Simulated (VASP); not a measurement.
# Al2InAs3 (Imm2) in VASP: single point with PBE

Aim: the single point of Al2InAs3 with PBE.

Program: VASP 6.6.1. These are calculated values, not measurements. Logs are shortened: lines on timing, memory, paths and dates and some standing lists are left out, and cuts for length are marked.

**1. The cell of the first run**

It takes space group Imm2 (No. 44, orthorhombic). Conventional cell: a = 4.148 Å, b = 12.446 Å, c = 5.880 Å, α = 90.00°, β = 90.00°, γ = 90.00°. In (site symmetry mm2) has 4 As at 2.64 to 2.67 Å within 3.5 Å. Within 3.3 Å of Al (site symmetry m) lie 4 As at 2.47 to 2.50 Å. Within 3.3 Å of As (site symmetry m) lie 3 Al at 2.48 to 2.50 Å and 1 In at 2.67 Å. Within 3.3 Å of As (site symmetry mm2) lie 2 Al at 2.47 Å and 2 In at 2.64 Å.

**2. Single point, PBE**

INCAR reads:

```
ALGO = Normal
EDIFF = 1E-7
ENCUT = 520
GGA = PE
ISIF = 2
ISMEAR = 0
LASPH = T
LCHARG = F
LREAL = F
LWAVE = F
NBANDS = 26
NELM = 60
PREC = Accurate
SIGMA = 0.1
```

KPOINTS reads:

```
k-points
0
Gamma
  10 10 10
```

POSCAR reads:

```
Al2InAs3
1.0
    0.0000000000      2.9330132484     -2.9330132485
   -5.8795780364      0.0000000000      0.0000000000
    2.9397890182      2.9337187159      5.8667319643
In Al As
1 2 3
Direct
    0.5000000000      0.7493412104      0.0000000000
    0.1689950709      0.4189136646      0.3379901418
    0.8310049291      0.0809235227      0.6620098582
    0.3247187749      0.3110731734      0.6494375498
    0.0000000000      0.0281128052      0.0000000000
    0.6752812251      0.6616356237      0.3505624502
```

Potentials or basis: VASP PAW PBE potentials, release 64 (In_d, Al, As).

On the command line:

```bash
cat potpaw_PBE.64/In_d/POTCAR potpaw_PBE.64/Al/POTCAR potpaw_PBE.64/As/POTCAR > POTCAR
mpirun -np 1 vasp_std > vasp.out
```

OUTCAR:

```text
EDIFF = 1E-7
   ENCUT = 520
   GGA = PE
   ISIF = 2
   ISMEAR = 0
   LASPH = T
   LREAL = F
   NELM = 60
   PREC = Accurate

 ion  position               nearest neighbor table
   1  0.500  0.749  0.000-   5 2.64   5 2.64   6 2.67   4 2.67
   2  0.169  0.419  0.338-   5 2.47   4 2.48   6 2.50   6 2.50
   3  0.831  0.081  0.662-   5 2.47   6 2.48   4 2.50   4 2.50
   4  0.325  0.311  0.649-   2 2.48   3 2.50   3 2.50   1 2.67
   5  0.000  0.028  0.000-   3 2.47   2 2.47   1 2.64   1 2.64
   6  0.675  0.662  0.351-   3 2.48   2 2.50   2 2.50   1 2.67

  LATTYP: Found a body centered orthorhombic cell.
 ALAT       =     4.1479071146
 B/A-ratio  =     1.4174806412
 C/A-ratio  =     3.0004810530

  Lattice vectors:

 A1 = (  -2.9397890182,  -2.9337187159,  -5.8667319643)
 A2 = (   2.9397890182,  -5.8667319643,  -2.9337187158)
 A3 = (  -2.9397890182,   2.9337187159,   5.8667319643)

Analysis of symmetry for initial positions (statically):
=====================================================================
 Subroutine PRICEL returns:
 Original cell was already a primitive cell.

 Routine SETGRP: Setting up the symmetry group for a
 body centered orthorhombic supercell.

 Subroutine GETGRP returns: Found  4 space group operations
 (whereof  4 operations were pure point group operations)
 out of a pool of  8 trial point group operations.

The static configuration has the point symmetry C_2v.

Analysis of symmetry for dynamics (positions and initial velocities):
=====================================================================
 Subroutine PRICEL returns:
 Original cell was already a primitive cell.

 Routine SETGRP: Setting up the symmetry group for a
 body centered orthorhombic supercell.

 Subroutine GETGRP returns: Found  4 space group operations
 (whereof  4 operations were pure point group operations)
 out of a pool of  8 trial point group operations.

The dynamic configuration has the point symmetry C_2v.

 Subroutine INISYM returns: Found  4 space group operations
 (whereof  4 operations are pure point group operations),
 and found     1 'primitive' translations

----------------------------------------------------------------------------------------

                                     Primitive cell

  volume of cell :     151.7627

  direct lattice vectors                    reciprocal lattice vectors
     0.000000000  2.933013248 -2.933013249     0.000000000  0.227288420 -0.113657875
    -5.879578036  0.000000000  0.000000000    -0.170080233  0.056815272  0.056815272
     2.939789018  2.933718716  5.866731964     0.000000000  0.113630544  0.113630544

  length of vectors
     4.147907115  5.879578036  7.188018428     0.254122290  0.188104322  0.160697857

  position of ions in fractional coordinates (direct lattice)
     0.500000000  0.749341210  0.000000000
     0.168995071  0.418913665  0.337990142
     0.831004929  0.080923523  0.662009858
     0.324718775  0.311073173  0.649437550
     0.000000000  0.028112805  0.000000000
     0.675281225  0.661635624  0.350562450

  ion indices of the primitive-cell ions
   primitive index   ion index
                 1           1
                 2           2
                 3           3
                 4           4
                 5           5
                 6           6

----------------------------------------------------------------------------------------

 KPOINTS: k-points

Automatic generation of k-mesh.
 Grid dimensions read from file:
 generate k-points for:   10   10   10

 Generating k-lattice:

  Cartesian coordinates                     Fractional coordinates (reciprocal lattice)
     0.000000000  0.022728842 -0.011365788     0.100000000  0.000000000  0.000000000
    -0.017008023  0.005681527  0.005681527     0.000000000  0.100000000  0.000000000
     0.000000000  0.011363054  0.011363054     0.000000000  0.000000000  0.100000000

  Length of vectors
     0.025412229  0.018810432  0.016069786

  Shift w.r.t. Gamma in fractional coordinates (k-lattice)
     0.000000000  0.000000000  0.000000000

 Subroutine IBZKPT returns following result:
 ===========================================

 Found    171 irreducible k-points:

 Following reciprocal coordinates:
            Coordinates               Weight
  0.000000  0.000000  0.000000      1.000000
  0.100000  0.000000  0.000000      4.000000
  0.200000  0.000000  0.000000      4.000000
  0.300000  0.000000  0.000000      4.000000
  0.400000  0.000000 -0.000000      4.000000
  0.500000  0.000000  0.000000      2.000000
[... 16 lines left out ...]
 -0.400000  0.200000  0.000000      8.000000
 -0.300000  0.200000  0.000000      8.000000
 [... further k-points ...]
   k-points           NKPTS =    171   k-points in BZ     NKDIM =    171   number of bands    NBANDS=     26
   number of dos      NEDOS =    301   number of ions     NIONS =      6
   total plane-waves  NPLWV =  82944
   dimension x,y,z NGX =    32 NGY =   48 NGZ =   54
   dimension x,y,z NGXF=    64 NGYF=   96 NGZF=  108
   ions per type =               1   2   3
   NGX,Y,Z   is equivalent  to a cutoff of  12.83, 13.57, 12.49 a.u.
   NGXF,Y,Z  is equivalent  to a cutoff of  25.65, 27.14, 24.98 a.u.
 SYSTEM =  unknown system
   PREC   = accura    normal or accurate (medium, high low for compatibility)
   ISTART =      0    job   : 0-new  1-cont  2-samecut
   ICHARG =      2    charge: 1-file 2-atom 10-const
   ISPIN  =      1    spin polarized calculation?
   LNONCOLLINEAR =      F non collinear calculations
   LSORBIT =      F    spin-orbit coupling
   LASPH  =      T    aspherical Exc in radial PAW
   ENCUT  =  520.0 eV  38.22 Ry    6.18 a.u.   7.71 10.93 13.36*2*pi/ulx,y,z
   NELM   =     60;   NELMIN=  2; NELMDL= -5     # of ELM steps
   EDIFF  = 0.1E-06   stopping-criterion for ELM
   LREAL  =      F    real-space projection
   EDIFFG = 0.1E-05   stopping-criterion for IOM
   NSW    =      0    number of steps for IOM
   IBRION =     -1    ionic relax: 0-MD 1-quasi-New 2-CG
   NFREE  =      0    steps in history (QN), initial steepest desc. (CG)
   ISIF   =      2    stress and relaxation
   ISYM   =      2    0-nonsym 1-usesym 2-fastsym
   POTIM  = 0.5000    time-step for ionic-motion
   TEBEG  =    0.0;   TEEND  =   0.0 temperature during run
   PSTRESS=    0.0 pullay stress
   NELECT =      34.0000    total number of electrons
   NUPDOWN=      -1.0000    fix difference up-down
   EMIN   =  10.00;   EMAX   =-10.00  energy-range for DOS
   EFERMI =   0.00;   METHOD = LEGACY
   ISMEAR =     0;   SIGMA  =   0.10  broadening in eV -4-tet -1-fermi 0-gaus
   EFERMI_NEDOS =   21; number of points for ismear=-14 and -15
   IALGO  =     38    algorithm
   IMIX   =      4    mixing-type and parameters
     AMIX     =   0.40;   BMIX     =  1.00
     AMIX_MAG =   1.60;   BMIX_MAG =  1.00
  volume/ion in A,a.u.               =      25.29       170.69
  Fermi-wavevector in a.u.,A,eV,Ry     =   0.994289  1.878934 13.450872  0.988611
  Thomas-Fermi vector in A             =   2.126230
   LORBIT       =      0    0 simple, 1 ext, 2 COOP (PROOUT), +10 PAW based schemes
   GGA     = PE    functional components
   LHFCALC =     F    Hartree Fock is set to
   AEXX    =    0.0000 exact exchange contribution
   IVDW    =     0    specifies the selected vdW correction
   LEPSILON=     F    determine dielectric tensor
   LRPA    =     F    only Hartree local field effects (RPA)
 non-spin polarized calculation
 Gauss-broadening in eV      SIGMA  =   0.10
  energy-cutoff  :      520.00
  volume of cell :      151.76
 maximum number of plane-waves:      4124
   NGX = 15   NGY = 21   NGZ = 27

 number of electron      33.9999999 magnetization

 Free energy of the ion-electron system (eV)
  ---------------------------------------------------
  ext. energy  EPLUGINS =         0.00000000
  ---------------------------------------------------
  free energy    TOTEN  =       -26.45564626 eV

  energy without entropy =      -26.45564626  energy(sigma->0) =      -26.45564626

 E-fermi :   4.2386     XC(G=0):  -8.9166

 val. band max:        3.8225074153   @ k =   0.0000   0.0000   0.0000
 cond. band min:       4.7062782642   @ k =   0.0000   0.0000   0.0000
 fundamental gap:      0.8837708489
 Fermi energy:         4.2386083834

 k-point     1 :       0.0000    0.0000    0.0000
  band No.  band energies     occupation
      1     -10.3841      2.00000
      2     -10.3310      2.00000
      3     -10.2959      2.00000
      4     -10.2290      2.00000
      5     -10.2247      2.00000
      6      -7.8573      2.00000
[... 18 lines left out ...]
     25       9.9574      0.00000
     26      10.6505      0.00000

 k-point     2 :       0.1000    0.0000    0.0000
  band No.  band energies     occupation
      1     -10.3813      2.00000
      2     -10.3304      2.00000
      3     -10.3008      2.00000
      4     -10.2277      2.00000
      5     -10.2266      2.00000
      6      -7.7870      2.00000
[... 18 lines left out ...]
     25       9.1916      0.00000
     26       9.7045      0.00000

 k-point     3 :       0.2000    0.0000    0.0000
  band No.  band energies     occupation
      1     -10.3784      2.00000
      2     -10.3290      2.00000
      3     -10.3091      2.00000
      4     -10.2318      2.00000
      5     -10.2241      2.00000
      6      -7.5827      2.00000
[... 572 lines left out ...]
 k-point    23 :      -0.4000    0.2000    0.0000
  band No.  band energies     occupation
      1     -10.3986      2.00000
      2     -10.3263      2.00000
      3     -10.3030      2.00000
      4     -10.2432      2.00000
      5     -10.2128      2.00000
      6      -6.8744      2.00000
[... 18 lines left out ...]
     25       9.8927      0.00000
     26      10.0191      0.00000

 k-point    24 :      -0.3000    0.2000    0.0000
  band No.  band energies     occupation
      1     -10.3868      2.00000
      2     -10.3279      2.00000
      3     -10.3091      2.00000
      4     -10.2381      2.00000
      5     -10.2179      2.00000
      6      -7.2169      2.00000
[... 18 lines left out ...]
     25       9.6478      0.00000
     26       9.8596      0.00000

 [... further k-points ...]

------------------------ aborting loop because EDIFF is reached ----------------------------------------

  FORCE on cell =-STRESS in cart. coord.  units (eV):
  Direction    XX          YY          ZZ          XY          YZ          ZX
  --------------------------------------------------------------------------------------
  -------------------------------------------------------------------------------------
  Total        0.1145550      0.1202177      0.1202177      0.0000000      0.0008857      0.0000000
  in kB        1.2093712      1.2691523      1.2691523      0.0000000      0.0093500      0.0000000
  external PRESSURE =       1.2492253 kB  Pullay stress =       0.0000000 kB

 VOLUME and BASIS-vectors are now :
 -----------------------------------------------------------------------------
  energy-cutoff  :      520.00
  volume of cell :      151.76
      direct lattice vectors                 reciprocal lattice vectors
     0.000000000  2.933013248 -2.933013249     0.000000000  0.227288420 -0.113657875
    -5.879578036  0.000000000  0.000000000    -0.170080233  0.056815272  0.056815272
     2.939789018  2.933718716  5.866731964     0.000000000  0.113630544  0.113630544

 POSITION                                       TOTAL-FORCE (eV/Angst)
 -----------------------------------------------------------------------------------
     -4.40581      1.46651     -1.46651         0.004153     -0.000000      0.000000
     -1.46942      1.48723      1.48723        -0.000049      0.000177      0.000177
      1.47037      4.37950      1.44649        -0.000049     -0.000177     -0.000177
      0.08023      2.85767      2.85767        -0.003515     -0.000929     -0.000929
     -0.16529      0.00000      0.00000         0.002975     -0.000000     -0.000000
     -2.85956      3.00906      0.07605        -0.003515      0.000929      0.000929
 -----------------------------------------------------------------------------------
    total drift:                               -0.000073      0.000003     -0.000000

  FREE ENERGIE OF THE ION-ELECTRON SYSTEM (eV)
  ---------------------------------------------------
  free  energy   TOTEN  =       -26.4556462640 eV

  energy  without entropy=      -26.4556462640  energy(sigma->0) =      -26.45564626
```

Run time: 17 min. Hardware: 1 thread of Intel Xeon Platinum 8488C (Sapphire Rapids), shared host; peak memory 0.74 GiB.

Results:

- Free energy: -26.4556 eV
- Pressure: 0.1 GPa
- Largest force: 0.004 eV/Å
- Band gap on the k mesh: 0.88 eV

Forces on the atoms (eV/Å):
```
In   0.004  0.000  0.000
Al   0.000  0.000  0.000
Al   0.000  0.000  0.000
As  -0.004 -0.001 -0.001
As   0.003  0.000  0.000
As  -0.004  0.001  0.001
```

Levels at points of the mesh, in eV from the valence-band top:
```csv
k point,band 15,band 16,band 17,band 18,band 19,band 20
"(0.00, 0.00, 0.00)",-0.13,-0.08,0.00,0.88,2.11,2.87
"(0.50, 0.00, 0.00)",-2.18,-1.63,-1.57,1.49,1.93,3.48
"(0.00, 0.50, 0.00)",-1.34,-0.84,-0.59,1.46,2.66,2.79
"(0.50, 0.50, 0.00)",-2.00,-0.89,-0.87,1.45,3.59,3.74
"(0.00, 0.00, 0.50)",-1.47,-0.67,-0.14,1.40,2.07,2.83
```

Caveat: spin-orbit coupling is left out, which moves the levels of the heavy elements. A k mesh can miss the band edges.
